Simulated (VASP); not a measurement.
# Na (P6_3/mmc) in VASP: a series of runs

Runs on Na. Level: r2SCAN. Tasks: single point.

All numbers are computed with VASP 6.6.1; they aren't measurements. Logs are shortened: lines on timing, memory, paths and dates and some standing lists are left out, and cuts for length are marked.

## 1. The cell of the first run

It takes space group P6_3/mmc (No. 194, hexagonal). The conventional cell has a = 3.579 Å, b = 3.579 Å, c = 6.308 Å, α = 90.00°, β = 90.00°, γ = 120.00°. Na (site symmetry -6m2) has 12 Na at 3.58 to 3.77 Å within 4.7 Å.

This isn't the form of Na at room conditions, which is bcc.

## 2. Single point, r2SCAN (strain -0.050 along x and y, +0.025 along z)

POSCAR reads:

```
Na
1.0
    3.5786509477      0.0000000000      0.0000000000
   -1.7893254739      3.0992026320      0.0000000000
    0.0000000000      0.0000000000      6.3078500000
Na
2
Direct
    0.3333333333      0.6666666667      0.2500000000
    0.6666666667      0.3333333333      0.7500000000
```

INCAR.step1 reads:

```
PREC = Accurate
ENCUT = 520
ISMEAR = 0
SIGMA = 0.15
LREAL = F
LASPH = T
NELM = 100
NBANDS = 14
GGA = PE
ALGO = Normal
EDIFF = 1E-4
LWAVE = T
LCHARG = F
```

INCAR.step2 reads:

```
PREC = Accurate
ENCUT = 520
EDIFF = 1E-6
ISMEAR = 0
SIGMA = 0.15
LREAL = F
LASPH = T
NELM = 100
ALGO = Normal
ISIF = 2
LWAVE = F
LCHARG = T
METAGGA = R2SCAN
LMIXTAU = T
LELF = T
LVHAR = T
NBANDS = 14
ISTART = 1
```

KPOINTS reads:

```
regular mesh
0
Gamma
  12 12 8
```

Potentials or basis: VASP PAW PBE potentials, release 64 (Na_pv).

Run with:

```bash
cat potpaw_PBE.64/Na_pv/POTCAR > POTCAR
cp INCAR.step1 INCAR
mpirun -np 1 vasp_std > vasp.out
cp INCAR.step2 INCAR
mpirun -np 1 vasp_std > vasp.out
```

OUTCAR:

```text
PREC = Accurate
   ENCUT = 520
   EDIFF = 1E-6
   ISMEAR = 0
   LREAL = F
   LASPH = T
   NELM = 100
   ISIF = 2
   METAGGA = R2SCAN
   ISTART = 1

 ion  position               nearest neighbor table
   1  0.333  0.667  0.250-
   2  0.667  0.333  0.750-

  LATTYP: Found a hexagonal cell.
 ALAT       =     3.5786509477
 C/A-ratio  =     1.7626334874

  Lattice vectors:

 A1 = (   3.5786509477,   0.0000000000,   0.0000000000)
 A2 = (  -1.7893254739,   3.0992026320,   0.0000000000)
 A3 = (   0.0000000000,   0.0000000000,   6.3078500000)

Analysis of symmetry for initial positions (statically):
=====================================================================
 Subroutine PRICEL returns:
 Original cell was already a primitive cell.

 Routine SETGRP: Setting up the symmetry group for a
 hexagonal supercell.

 Subroutine GETGRP returns: Found 24 space group operations
 (whereof 12 operations were pure point group operations)
 out of a pool of 24 trial point group operations.

The static configuration has the point symmetry D_3d.
 The point group associated with its full space group is D_6h.

Analysis of symmetry for dynamics (positions and initial velocities):
=====================================================================
 Subroutine PRICEL returns:
 Original cell was already a primitive cell.

 Routine SETGRP: Setting up the symmetry group for a
 hexagonal supercell.

 Subroutine GETGRP returns: Found 24 space group operations
 (whereof 12 operations were pure point group operations)
 out of a pool of 24 trial point group operations.

The dynamic configuration has the point symmetry D_3d.
 The point group associated with its full space group is D_6h.

 Subroutine INISYM returns: Found 24 space group operations
 (whereof 12 operations are pure point group operations),
 and found     1 'primitive' translations

----------------------------------------------------------------------------------------

                                     Primitive cell

  volume of cell :      69.9601

  direct lattice vectors                    reciprocal lattice vectors
     3.578650948  0.000000000  0.000000000     0.279434908  0.161331820  0.000000000
    -1.789325474  3.099202632  0.000000000     0.000000000  0.322663639  0.000000000
     0.000000000  0.000000000  6.307850000     0.000000000  0.000000000  0.158532622

  length of vectors
     3.578650948  3.578650948  6.307850000     0.322663639  0.322663639  0.158532622

  position of ions in fractional coordinates (direct lattice)
     0.333333333  0.666666667  0.250000000
     0.666666667  0.333333333  0.750000000

  ion indices of the primitive-cell ions
   primitive index   ion index
                 1           1
                 2           2

----------------------------------------------------------------------------------------

 KPOINTS: regular mesh

Automatic generation of k-mesh.
 Grid dimensions read from file:
 generate k-points for:   12   12    8

 Generating k-lattice:

  Cartesian coordinates                     Fractional coordinates (reciprocal lattice)
     0.023286242  0.013444318  0.000000000     0.083333333  0.000000000  0.000000000
     0.000000000  0.026888637  0.000000000     0.000000000  0.083333333  0.000000000
     0.000000000  0.000000000  0.019816578     0.000000000  0.000000000  0.125000000

  Length of vectors
     0.026888637  0.026888637  0.019816578

  Shift w.r.t. Gamma in fractional coordinates (k-lattice)
     0.000000000  0.000000000  0.000000000

 Subroutine IBZKPT returns following result:
 ===========================================

 Found     95 irreducible k-points:

 Following reciprocal coordinates:
            Coordinates               Weight
  0.000000  0.000000  0.000000      1.000000
  0.083333  0.000000  0.000000      6.000000
  0.166667 -0.000000  0.000000      6.000000
  0.250000  0.000000  0.000000      6.000000
  0.333333 -0.000000  0.000000      6.000000
  0.416667  0.000000  0.000000      6.000000
[... 16 lines left out ...]
  0.250000  0.000000  0.125000     12.000000
  0.333333 -0.000000  0.125000     12.000000
 [... further k-points ...]
   k-points           NKPTS =     95   k-points in BZ     NKDIM =     95   number of bands    NBANDS=     14
   number of dos      NEDOS =    301   number of ions     NIONS =      2
   total plane-waves  NPLWV =  37632
   dimension x,y,z NGX =    28 NGY =   28 NGZ =   48
   dimension x,y,z NGXF=    56 NGYF=   56 NGZF=   96
   ions per type =               2
   NGX,Y,Z   is equivalent  to a cutoff of  13.01, 13.01, 12.65 a.u.
   NGXF,Y,Z  is equivalent  to a cutoff of  26.01, 26.01, 25.30 a.u.
 SYSTEM =  unknown system
   PREC   = accura    normal or accurate (medium, high low for compatibility)
   ISTART =      1    job   : 0-new  1-cont  2-samecut
   ICHARG =      0    charge: 1-file 2-atom 10-const
   ISPIN  =      1    spin polarized calculation?
   LNONCOLLINEAR =      F non collinear calculations
   LSORBIT =      F    spin-orbit coupling
   LASPH  =      T    aspherical Exc in radial PAW
   ENCUT  =  520.0 eV  38.22 Ry    6.18 a.u.   6.65  6.65 11.73*2*pi/ulx,y,z
   NELM   =    100;   NELMIN=  2; NELMDL=  0     # of ELM steps
   EDIFF  = 0.1E-05   stopping-criterion for ELM
   LREAL  =      F    real-space projection
   EDIFFG = 0.1E-04   stopping-criterion for IOM
   NSW    =      0    number of steps for IOM
   IBRION =     -1    ionic relax: 0-MD 1-quasi-New 2-CG
   NFREE  =      0    steps in history (QN), initial steepest desc. (CG)
   ISIF   =      2    stress and relaxation
   ISYM   =      2    0-nonsym 1-usesym 2-fastsym
   POTIM  = 0.5000    time-step for ionic-motion
   TEBEG  =    0.0;   TEEND  =   0.0 temperature during run
   PSTRESS=    0.0 pullay stress
   NELECT =      14.0000    total number of electrons
   NUPDOWN=      -1.0000    fix difference up-down
   EMIN   =  10.00;   EMAX   =-10.00  energy-range for DOS
   EFERMI =   0.00;   METHOD = LEGACY
   ISMEAR =     0;   SIGMA  =   0.15  broadening in eV -4-tet -1-fermi 0-gaus
   EFERMI_NEDOS =   21; number of points for ismear=-14 and -15
   IALGO  =     38    algorithm
   IMIX   =      4    mixing-type and parameters
     AMIX     =   0.40;   BMIX     =  1.00
     AMIX_MAG =   1.60;   BMIX_MAG =  1.00
  volume/ion in A,a.u.               =      34.98       236.06
  Fermi-wavevector in a.u.,A,eV,Ry     =   0.957563  1.809531 12.475544  0.916927
  Thomas-Fermi vector in A             =   2.086592
   LORBIT       =      0    0 simple, 1 ext, 2 COOP (PROOUT), +10 PAW based schemes
   METAGGA = R2SCAN    functional components
   LHFCALC =     F    Hartree Fock is set to
   AEXX    =    0.0000 exact exchange contribution
   IVDW    =     0    specifies the selected vdW correction
   LEPSILON=     F    determine dielectric tensor
   LRPA    =     F    only Hartree local field effects (RPA)
 non-spin polarized calculation
 Gauss-broadening in eV      SIGMA  =   0.15
  energy-cutoff  :      520.00
  volume of cell :       69.96
 maximum number of plane-waves:      1931
 NGX is ok and might be reduce to    28
   NGX = 13   NGY = 13   NGZ = 23

 number of electron      14.0000020 magnetization

 Free energy of the ion-electron system (eV)
  ---------------------------------------------------
  ext. energy  EPLUGINS =         0.00000000
  ---------------------------------------------------
  free energy    TOTEN  =        -7.09095058 eV

  energy without entropy =       -7.08179253  energy(sigma->0) =       -7.08637155

 E-fermi :   0.5164     XC(G=0):  -7.0867

 val. band max:        0.4819873999   @ k =   0.4167   0.0833   0.0000
 cond. band min:       0.5418893075   @ k =   0.4167   0.0833   0.1250
 fundamental gap:      0.0599019077
 Fermi energy:         0.5164270991

 k-point     1 :       0.0000    0.0000    0.0000
  band No.  band energies     occupation
      1     -25.4838      2.00000
      2     -25.4548      2.00000
      3     -25.4546      2.00000
      4     -25.4511      2.00000
      5     -25.4508      2.00000
      6     -25.4483      2.00000
      7      -3.0983      2.00000
      8       0.6518      0.20201
      9       1.2814      0.00000
     10      11.3643      0.00000
     11      12.1828      0.00000
     12      12.1832      0.00000
     13      12.8559      0.00000
     14      12.8877      0.00000

 k-point     2 :       0.0833    0.0000    0.0000
  band No.  band energies     occupation
      1     -25.4828      2.00000
      2     -25.4575      2.00000
      3     -25.4556      2.00000
      4     -25.4538      2.00000
      5     -25.4516      2.00000
      6     -25.4484      2.00000
      7      -2.9781      2.00000
      8       0.7596      0.02188
      9       1.3966      0.00000
     10      10.2736      0.00000
     11      11.5053      0.00000
     12      11.5477      0.00000
     13      12.0890      0.00000
     14      12.8873      0.00000

 k-point     3 :       0.1667   -0.0000    0.0000
  band No.  band energies     occupation
      1     -25.4801      2.00000
      2     -25.4653      2.00000
      3     -25.4617      2.00000
      4     -25.4577      2.00000
      5     -25.4531      2.00000
      6     -25.4489      2.00000
      7      -2.6194      2.00000
      8       1.0834      0.00000
      9       1.7362      0.00000
     10       8.1832      0.00000
     11      10.4921      0.00000
     12      10.7127      0.00000
     13      11.5365      0.00000
     14      11.8812      0.00000

 k-point     4 :       0.2500    0.0000    0.0000
  band No.  band energies     occupation
      1     -25.4761      2.00000
      2     -25.4760      2.00000
      3     -25.4723      2.00000
      4     -25.4606      2.00000
      5     -25.4553      2.00000
      6     -25.4498      2.00000
      7      -2.0274      2.00000
      8       1.6243      0.00000
      9       2.2767      0.00000
     10       6.2066      0.00000
     11       9.1952      0.00000
     12       9.5045      0.00000
     13      10.0749      0.00000
     14      11.6111      0.00000

 k-point     5 :       0.3333   -0.0000    0.0000
  band No.  band energies     occupation
      1     -25.4870      2.00000
      2     -25.4827      2.00000
      3     -25.4715      2.00000
      4     -25.4634      2.00000
      5     -25.4575      2.00000
      6     -25.4513      2.00000
      7      -1.2107      2.00000
      8       2.3838      0.00000
      9       2.8924      0.00000
     10       4.5319      0.00000
     11       7.6442      0.00000
[... 276 lines left out ...]
 k-point    22 :       0.1667   -0.0000    0.1250
  band No.  band energies     occupation
      1     -25.4791      2.00000
      2     -25.4650      2.00000
      3     -25.4620      2.00000
      4     -25.4576      2.00000
      5     -25.4533      2.00000
      6     -25.4498      2.00000
      7      -2.5548      2.00000
      8       0.4361      1.55109
      9       2.4926      0.00000
     10       8.2333      0.00000
     11      10.3255      0.00000
     12      10.5761      0.00000
     13      10.7633      0.00000
     14      11.9814      0.00000

 k-point    23 :       0.2500    0.0000    0.1250
  band No.  band energies     occupation
      1     -25.4779      2.00000
      2     -25.4736      2.00000
      3     -25.4721      2.00000
      4     -25.4604      2.00000
      5     -25.4555      2.00000
      6     -25.4505      2.00000
      7      -1.9635      2.00000
      8       0.9902      0.00001
      9       3.0136      0.00000
     10       6.2687      0.00000
     11       8.6668      0.00000
     12       9.8799      0.00000
     13      10.1260      0.00000
     14      11.2974      0.00000

 k-point    24 :       0.3333   -0.0000    0.1250
  band No.  band energies     occupation
      1     -25.4873      2.00000
      2     -25.4832      2.00000
      3     -25.4701      2.00000
      4     -25.4632      2.00000
      5     -25.4577      2.00000
      6     -25.4518      2.00000
      7      -1.1478      2.00000
      8       1.7481      0.00000
      9       3.5434      0.00000
     10       4.6811      0.00000
     11       6.9832      0.00000
     12       8.5541      0.00000
     13       9.6655      0.00000
     14      11.0076      0.00000

 [... further k-points ...]
[... 5 lines left out ...]
  --------------------------------------------------------------------------------------
  -------------------------------------------------------------------------------------
  Total        0.5203060      0.5203060     -0.0816843     -0.0000000      0.0000000      0.0000000
  in kB       11.9156779     11.9156779     -1.8706754     -0.0000000      0.0000000      0.0000000
  external PRESSURE =       7.3202268 kB  Pullay stress =       0.0000000 kB

 VOLUME and BASIS-vectors are now :
 -----------------------------------------------------------------------------
  energy-cutoff  :      520.00
  volume of cell :       69.96
      direct lattice vectors                 reciprocal lattice vectors
     3.578650948  0.000000000  0.000000000     0.279434908  0.161331820  0.000000000
    -1.789325474  3.099202632  0.000000000     0.000000000  0.322663639  0.000000000
     0.000000000  0.000000000  6.307850000     0.000000000  0.000000000  0.158532622

 POSITION                                       TOTAL-FORCE (eV/Angst)
 -----------------------------------------------------------------------------------
     -0.00000      2.06614      1.57696        -0.000000     -0.000000      0.000000
      1.78933      1.03307      4.73089         0.000000      0.000000     -0.000000
 -----------------------------------------------------------------------------------
    total drift:                               -0.000000      0.000000      0.000000

  FREE ENERGIE OF THE ION-ELECTRON SYSTEM (eV)
  ---------------------------------------------------
  free  energy   TOTEN  =        -7.0909505760 eV

  energy  without entropy=       -7.0817925306  energy(sigma->0) =       -7.08637155
```

Run time: 8.6 min. Hardware: 1 thread of Oxide Virtual Turin-like, shared host; peak memory 0.19 GiB.

What came out:

```
Free energy            : -7.0910 eV
Pressure               : 0.7 GPa
Band gap on the k mesh : zero (bands 7 and 8 overlap by 4.99 eV)
```

Caveat: the cell differs from its parent crystal (strain -0.050 along x and y, +0.025 along z); the PAW data sets were made with another functional, which shifts forces and pressure a little.

(Continued in part 2 of 2.)

The gap in the log of VASP goes by the Fermi energy; the results here count the filled bands.